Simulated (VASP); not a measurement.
A run of VASP 6.6.1 is set up as follows.

The input POSCAR:

```
InP
1.0
    2.8047238117      2.8047238117      0.0000000000
   -2.8047238117      2.8047238117      0.0000000000
    0.0000000000      2.8047238117      2.8047238117
In P
1 1
Direct
    0.0000000000      0.0000000000      0.0000000000
    0.7500000000      0.2500000000      0.5000000000
```

INCAR.step1

```
PREC = Accurate
ENCUT = 520
ISMEAR = 0
SIGMA = 0.01
LREAL = F
LASPH = T
NELM = 60
NBANDS = 16
GGA = PE
ALGO = Normal
EDIFF = 1E-4
LWAVE = T
LCHARG = F
```

Contents of INCAR.step2:

```
PREC = Accurate
ENCUT = 520
EDIFF = 1E-6
ISMEAR = 0
SIGMA = 0.01
LREAL = F
LASPH = T
NELM = 60
ALGO = Normal
ISIF = 2
LWAVE = F
LCHARG = F
METAGGA = R2SCAN
LMIXTAU = T
NBANDS = 16
ISTART = 1
```

The input KPOINTS:

```
regular mesh
0
Gamma
  8 8 8
```

Potentials or basis: VASP PAW PBE potentials, release 64 (In_d, P).

Command:

```bash
$ cat potpaw_PBE.64/In_d/POTCAR potpaw_PBE.64/P/POTCAR > POTCAR
$ cp INCAR.step1 INCAR
$ mpirun -np 1 vasp_std > vasp.out
$ cp INCAR.step2 INCAR
$ mpirun -np 1 vasp_std > vasp.out
```

Predict the band gap on the k mesh.

1.76 eV, indirect (least direct gap 1.92 eV).

Predict the pressure.

14.8 GPa.

Caveat: the PAW data sets were made with another functional, which shifts forces and pressure a little; spin-orbit coupling is left out, which moves the levels of the heavy elements. r2SCAN opens gaps a little over a GGA but as a rule still falls short of measured ones.
